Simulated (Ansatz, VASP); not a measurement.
Two plane-wave programs on ScBiTe3

```
Sc Bi Te
1.0
     5.54459    0.00000    0.00000
     0.00000    5.54459    0.00000
     0.00000    0.00000    5.54459
Sc Bi Te
1 1 3
Cartesian
  2.7723 2.7723 2.7723
  0.0000 0.0000 0.0000
  0.0000 2.7723 2.7723
  2.7723 0.0000 2.7723
  2.7723 2.7723 0.0000
```

Change from the starting cell: species swapped into the Pr3InO type (Pm-3m, No. 221).

Alike in both runs: task relaxation of cell and atoms; functional PBE; k mesh 8 × 8 × 8; occupations gaussian, width 0.1 eV; no spin polarisation.

|  | VASP | Ansatz |
| --- | --- | --- |
| version | VASP 6.6.1 | Ansatz 0.2.0 |
| potentials or method | VASP PAW PBE potentials, release 64 (Sc_sv, Bi_d, Te), cutoff 600 eV | scalar-relativistic, plane waves, PAW |
| valence electrons in the cell | 44 | 74 |

|  | VASP | Ansatz | Ansatz less VASP |
| --- | --- | --- | --- |
| gap on the k mesh at the Fermi level, each at its own relaxed structure (eV) | none | none | - |
| relaxed volume (Å³/atom) | 33.85 | 33.81 | -0.039 |
| relaxed length of the cell vector where the two differ most in proportion (Å) | 5.531 | 5.529 | -0.0021 |

A gap of «none» marks a metal or a gap that the smearing closes. VASP's potentials hold 44 valence electrons a cell and Ansatz's 74, so a difference there can come from the potentials and not from the codes.

Spin-orbit coupling is off throughout.
